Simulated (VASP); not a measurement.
Fe:

```
Fe
1.0
    -1.44300    1.44300    1.44300
     1.44300   -1.44300    1.44300
     1.44300    1.44300   -1.44300
Fe
1
Direct
  0.00000 0.00000 0.00000
```

* Program: VASP 6.6.1
* Task: relaxation of cell and atoms
* Functional: RPBE
* Dispersion: D3(BJ)
* Potentials or basis: VASP PAW PBE potentials, release 64 (Fe)
* Cutoff: 600 eV
* k mesh: 13 × 13 × 13
* Occupations: fermi-dirac, width 0.05 eV
* Spin: collinear spin, ferromagnetic start
* Starting moments: [3.0] μB

At the start: pressure -26.6 GPa; volume 12.02 Å³/atom.

Q: Where does the relaxation end?

A: Over 7 steps the energy falls by 179.7 meV/atom and the volume is 10.25 Å³/atom (-14.7 %); space group Im-3m (No. 229, to 0.05 Å); moment 2.02 μB per cell.

The path:
```
step  energy change (eV)  largest force (eV/Å)  pressure (GPa)  volume (Å³)
   1              0.0000                0.0000          -26.63        12.02
   2              0.0210                0.0000           51.96         8.87
   3             -0.1796                0.0000           -0.95        10.29
   4             -0.1797                0.0000           -0.17        10.26
   5             -0.1797                0.0000            0.68        10.23
   6             -0.1796                0.0000           -0.75        10.29
   7             -0.1797                0.0000            0.03        10.25
```

Final structure:
```
CELL_PARAMETERS angstrom
-1.36854 1.36854 1.36854
1.36854 -1.36854 1.36854
1.36854 1.36854 -1.36854
ATOMIC_POSITIONS crystal
Fe 0.00000 0.00000 0.00000
```

Caveat: the PAW data sets were made with another functional, which shifts forces and pressure a little; the volume moved by -15 % from the deposited cell, more than functionals usually miss; pairwise dispersion overbinds metals, which lowers pressure and volume.
